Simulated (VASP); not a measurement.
# SrCl2 (P-3m1) in VASP: notebook

The runs below take SrCl2 through single point, with PBE.

All numbers are computed with VASP 6.6.1; they aren't measurements. Logs are shortened: lines on timing, memory, paths and dates and some standing lists are left out, and cuts for length are marked.

## (1) The cell of the first run

It takes space group P-3m1 (No. 164, trigonal). The conventional cell has a = 4.255 Å, b = 4.255 Å, c = 5.403 Å, α = 90.00°, β = 90.00°, γ = 120.00°. Within 3.7 Å of Sr (site symmetry -3m) lie 6 Cl at 2.80 Å. Cl (site symmetry 3m) has 3 Sr at 2.80 Å and 6 Cl at 3.64 to 3.66 Å within 3.7 Å.

## (2) Single point, PBE (28.24 Å³/atom)

INCAR

```
ALGO = Normal ; EDIFF = 1E-6
ENCUT = 500 ; GGA = PE
GGA_COMPAT = False ; ISIF = 2
ISMEAR = 0 ; LASPH = True
LCHARG = False ; LREAL = False
LWAVE = False ; NBANDS = 19
NELM = 120 ; PREC = Accurate
SIGMA = 0.01
```

KPOINTS

```
k-points
0
Gamma
  6 6 2
```

POSCAR

```
SrCl2
1.0
    4.2551520474      0.0000000000      0.0000000000
   -2.1275760237      3.6850697700      0.0000000000
    0.0000000000      0.0000000000      5.4029412850
Sr Cl
1 2
Direct
    0.0000000000      0.0000000000      0.0000000000
    0.3333333333      0.6666666667      0.2486950226
    0.6666666667      0.3333333333      0.7513049774
```

Potentials or basis: VASP PAW PBE potentials, release 64 (Sr_sv, Cl).

The run is started by

```bash
> cat potpaw_PBE.64/Sr_sv/POTCAR potpaw_PBE.64/Cl/POTCAR > POTCAR
> mpirun -np 1 vasp_std > vasp.out
```

OUTCAR:

```text
EDIFF = 1E-6
   ENCUT = 500
   GGA = PE
   ISIF = 2
   ISMEAR = 0
   LASPH = True
   LREAL = False
   NELM = 120
   PREC = Accurate

 ion  position               nearest neighbor table
   1  0.000  0.000  0.000-   2 2.80   3 2.80   2 2.80   3 2.80   3 2.80   2 2.80
   2  0.333  0.667  0.249-   1 2.80   1 2.80   1 2.80
   3  0.667  0.333  0.751-   1 2.80   1 2.80   1 2.80

  LATTYP: Found a hexagonal cell.
 ALAT       =     4.2551520474
 C/A-ratio  =     1.2697410633

  Lattice vectors:

 A1 = (   4.2551520474,   0.0000000000,   0.0000000000)
 A2 = (  -2.1275760237,   3.6850697700,   0.0000000000)
 A3 = (   0.0000000000,   0.0000000000,   5.4029412850)

Analysis of symmetry for initial positions (statically):
=====================================================================
 Subroutine PRICEL returns:
 Original cell was already a primitive cell.

 Routine SETGRP: Setting up the symmetry group for a
 hexagonal supercell.

 Subroutine GETGRP returns: Found 12 space group operations
 (whereof 12 operations were pure point group operations)
 out of a pool of 24 trial point group operations.

The static configuration has the point symmetry D_3d.

Analysis of symmetry for dynamics (positions and initial velocities):
=====================================================================
 Subroutine PRICEL returns:
 Original cell was already a primitive cell.

 Routine SETGRP: Setting up the symmetry group for a
 hexagonal supercell.

 Subroutine GETGRP returns: Found 12 space group operations
 (whereof 12 operations were pure point group operations)
 out of a pool of 24 trial point group operations.

The dynamic configuration has the point symmetry D_3d.

 Subroutine INISYM returns: Found 12 space group operations
 (whereof 12 operations are pure point group operations),
 and found     1 'primitive' translations

----------------------------------------------------------------------------------------

                                     Primitive cell

  volume of cell :      84.7210

  direct lattice vectors                    reciprocal lattice vectors
     4.255152047  0.000000000  0.000000000     0.235009229  0.135682641  0.000000000
    -2.127576024  3.685069770  0.000000000     0.000000000  0.271365283  0.000000000
     0.000000000  0.000000000  5.402941285     0.000000000  0.000000000  0.185084373

  length of vectors
     4.255152047  4.255152047  5.402941285     0.271365283  0.271365283  0.185084373

  position of ions in fractional coordinates (direct lattice)
     0.000000000  0.000000000  0.000000000
     0.333333333  0.666666667  0.248695023
     0.666666667  0.333333333  0.751304977

  ion indices of the primitive-cell ions
   primitive index   ion index
                 1           1
                 2           2
                 3           3

----------------------------------------------------------------------------------------

 KPOINTS: k-points

Automatic generation of k-mesh.
 Grid dimensions read from file:
 generate k-points for:    6    6    2

 Generating k-lattice:

  Cartesian coordinates                     Fractional coordinates (reciprocal lattice)
     0.039168205  0.022613774  0.000000000     0.166666667 -0.000000000  0.000000000
     0.000000000  0.045227547  0.000000000     0.000000000  0.166666667  0.000000000
     0.000000000  0.000000000  0.092542186     0.000000000  0.000000000  0.500000000

  Length of vectors
     0.045227547  0.045227547  0.092542186

  Shift w.r.t. Gamma in fractional coordinates (k-lattice)
     0.000000000  0.000000000  0.000000000

 Subroutine IBZKPT returns following result:
 ===========================================

 Found     14 irreducible k-points:

 Following reciprocal coordinates:
            Coordinates               Weight
  0.000000  0.000000  0.000000      1.000000
  0.166667 -0.000000  0.000000      6.000000
  0.333333 -0.000000  0.000000      6.000000
  0.500000 -0.000000  0.000000      3.000000
  0.166667  0.166667  0.000000      6.000000
  0.333333  0.166667  0.000000     12.000000
  0.333333  0.333333  0.000000      2.000000
  0.000000  0.000000  0.500000      1.000000
  0.166667 -0.000000  0.500000      6.000000
  0.333333 -0.000000  0.500000      6.000000
  0.500000 -0.000000  0.500000      3.000000
  0.166667  0.166667  0.500000      6.000000
  0.333333  0.166667  0.500000     12.000000
  0.333333  0.333333  0.500000      2.000000
   k-points           NKPTS =     14   k-points in BZ     NKDIM =     14   number of bands    NBANDS=     19
   number of dos      NEDOS =    301   number of ions     NIONS =      3
   total plane-waves  NPLWV =  40960
   dimension x,y,z NGX =    32 NGY =   32 NGZ =   40
   dimension x,y,z NGXF=    64 NGYF=   64 NGZF=   80
   ions per type =               1   2
   NGX,Y,Z   is equivalent  to a cutoff of  12.50, 12.50, 12.31 a.u.
   NGXF,Y,Z  is equivalent  to a cutoff of  25.00, 25.00, 24.62 a.u.
 SYSTEM =  unknown system
   PREC   = accura    normal or accurate (medium, high low for compatibility)
   ISTART =      0    job   : 0-new  1-cont  2-samecut
   ICHARG =      2    charge: 1-file 2-atom 10-const
   ISPIN  =      1    spin polarized calculation?
   LNONCOLLINEAR =      F non collinear calculations
   LSORBIT =      F    spin-orbit coupling
   LASPH  =      T    aspherical Exc in radial PAW
   ENCUT  =  500.0 eV  36.75 Ry    6.06 a.u.   7.76  7.76  9.85*2*pi/ulx,y,z
   NELM   =    120;   NELMIN=  2; NELMDL= -5     # of ELM steps
   EDIFF  = 0.1E-05   stopping-criterion for ELM
   LREAL  =      F    real-space projection
   EDIFFG = 0.1E-04   stopping-criterion for IOM
   NSW    =      0    number of steps for IOM
   IBRION =     -1    ionic relax: 0-MD 1-quasi-New 2-CG
   NFREE  =      0    steps in history (QN), initial steepest desc. (CG)
   ISIF   =      2    stress and relaxation
   ISYM   =      2    0-nonsym 1-usesym 2-fastsym
   POTIM  = 0.5000    time-step for ionic-motion
   TEBEG  =    0.0;   TEEND  =   0.0 temperature during run
   PSTRESS=    0.0 pullay stress
   NELECT =      24.0000    total number of electrons
   NUPDOWN=      -1.0000    fix difference up-down
   EMIN   =  10.00;   EMAX   =-10.00  energy-range for DOS
   EFERMI =   0.00;   METHOD = LEGACY
   ISMEAR =     0;   SIGMA  =   0.01  broadening in eV -4-tet -1-fermi 0-gaus
   EFERMI_NEDOS =   21; number of points for ismear=-14 and -15
   IALGO  =     38    algorithm
   IMIX   =      4    mixing-type and parameters
     AMIX     =   0.40;   BMIX     =  1.00
     AMIX_MAG =   1.60;   BMIX_MAG =  1.00
  volume/ion in A,a.u.               =      28.24       190.58
  Fermi-wavevector in a.u.,A,eV,Ry     =   1.075181  2.031797 15.728526  1.156014
  Thomas-Fermi vector in A             =   2.211030
   LORBIT       =      0    0 simple, 1 ext, 2 COOP (PROOUT), +10 PAW based schemes
   GGA     = PE    functional components
   LHFCALC =     F    Hartree Fock is set to
   AEXX    =    0.0000 exact exchange contribution
   IVDW    =     0    specifies the selected vdW correction
   LEPSILON=     F    determine dielectric tensor
   LRPA    =     F    only Hartree local field effects (RPA)
 non-spin polarized calculation
 Gauss-broadening in eV      SIGMA  =   0.01
  energy-cutoff  :      500.00
  volume of cell :       84.72
 maximum number of plane-waves:      2197
 NGX is ok and might be reduce to    32
   NGX = 15   NGY = 15   NGZ = 19

 number of electron      24.0000002 magnetization

 Free energy of the ion-electron system (eV)
  ---------------------------------------------------
  ext. energy  EPLUGINS =         0.00000000
  ---------------------------------------------------
  free energy    TOTEN  =       -12.39626685 eV

  energy without entropy =      -12.39626685  energy(sigma->0) =      -12.39626685

 E-fermi :  -0.0333     XC(G=0):  -8.2419

 val. band max:       -0.1203506072   @ k =   0.0000   0.0000   0.0000
 cond. band min:       5.2884232688   @ k =   0.5000  -0.0000   0.0000
 fundamental gap:      5.4087738759
 Fermi energy:        -0.0333466022

 k-point     1 :       0.0000    0.0000    0.0000
  band No.  band energies     occupation
      1     -32.4255      2.00000
      2     -14.9162      2.00000
      3     -14.4461      2.00000
      4     -14.4461      2.00000
      5     -13.2982      2.00000
      6     -12.2477      2.00000
[... 11 lines left out ...]
     18       8.4765      0.00000
     19       8.4765      0.00000

 k-point     2 :       0.1667   -0.0000    0.0000
  band No.  band energies     occupation
      1     -32.4214      2.00000
      2     -14.8560      2.00000
      3     -14.7078      2.00000
      4     -14.4628      2.00000
      5     -12.9863      2.00000
      6     -12.3725      2.00000
[... 11 lines left out ...]
     18       8.5642      0.00000
     19       9.4017      0.00000

 k-point     3 :       0.3333   -0.0000    0.0000
  band No.  band energies     occupation
      1     -32.4133      2.00000
      2     -15.0905      2.00000
      3     -14.6611      2.00000
      4     -14.4959      2.00000
      5     -12.8057      2.00000
      6     -12.3812      2.00000
[... 11 lines left out ...]
     18       9.2678      0.00000
     19      10.3460      0.00000

 k-point     4 :       0.5000   -0.0000    0.0000
  band No.  band energies     occupation
      1     -32.4092      2.00000
      2     -15.2280      2.00000
      3     -14.5570      2.00000
      4     -14.5123      2.00000
      5     -12.9408      2.00000
      6     -12.2140      2.00000
[... 187 lines left out ...]
     18       9.0823      0.00000
     19       9.7923      0.00000

 k-point    13 :       0.3333    0.1667    0.5000
  band No.  band energies     occupation
      1     -32.4090      2.00000
      2     -15.1114      2.00000
      3     -14.6954      2.00000
      4     -14.5571      2.00000
      5     -12.7985      2.00000
      6     -12.2958      2.00000
[... 11 lines left out ...]
     18       9.3040      0.00000
     19       9.9747      0.00000

 k-point    14 :       0.3333    0.3333    0.5000
  band No.  band energies     occupation
      1     -32.4070      2.00000
      2     -14.9502      2.00000
      3     -14.9502      2.00000
      4     -14.5530      2.00000
      5     -12.5106      2.00000
      6     -12.5106      2.00000
[... 11 lines left out ...]
     18       9.2128      0.00000
     19      10.3523      0.00000

------------------------ aborting loop because EDIFF is reached ----------------------------------------

  FORCE on cell =-STRESS in cart. coord.  units (eV):
  Direction    XX          YY          ZZ          XY          YZ          ZX
  --------------------------------------------------------------------------------------
  -------------------------------------------------------------------------------------
  Total        3.4104028      3.4104028      2.5532898      0.0000000      0.0000000     -0.0000000
  in kB       64.4948766     64.4948766     48.2858230      0.0000000      0.0000000     -0.0000000
  external PRESSURE =      59.0918587 kB  Pullay stress =       0.0000000 kB

 VOLUME and BASIS-vectors are now :
 -----------------------------------------------------------------------------
  energy-cutoff  :      500.00
  volume of cell :       84.72
      direct lattice vectors                 reciprocal lattice vectors
     4.255152047  0.000000000  0.000000000     0.235009229  0.135682641  0.000000000
    -2.127576024  3.685069770  0.000000000     0.000000000  0.271365283  0.000000000
     0.000000000  0.000000000  5.402941285     0.000000000  0.000000000  0.185084373

 POSITION                                       TOTAL-FORCE (eV/Angst)
 -----------------------------------------------------------------------------------
      0.00000      0.00000      0.00000        -0.000000      0.000000      0.000000
     -0.00000      2.45671      1.34368         0.000000      0.000000      0.536093
      2.12758      1.22836      4.05926        -0.000000      0.000000     -0.536093
 -----------------------------------------------------------------------------------
    total drift:                               -0.000000      0.000000     -0.000000

  FREE ENERGIE OF THE ION-ELECTRON SYSTEM (eV)
  ---------------------------------------------------
  free  energy   TOTEN  =       -12.3962668480 eV

  energy  without entropy=      -12.3962668480  energy(sigma->0) =      -12.39626685
```

Run time: 30 s. Hardware: 1 thread of Intel Xeon 8259CL, shared host; peak memory 0.19 GiB.

Results:

- Free energy: -12.3963 eV
- Pressure: 5.9 GPa
- Largest force: 0.536 eV/Å
- Band gap on the k mesh: 5.41 eV (least direct gap 5.51 eV)

Forces on the atoms (eV/Å):
```
Sr   0.000  0.000  0.000
Cl   0.000  0.000  0.536
Cl   0.000  0.000 -0.536
```

Stress tensor (GPa, compression positive):
```
6.45 0.00 0.00
0.00 6.45 0.00
0.00 0.00 4.83
```

Caveat: the k points lie up to 0.58 Å⁻¹ apart.

[end of part 1 of 2]
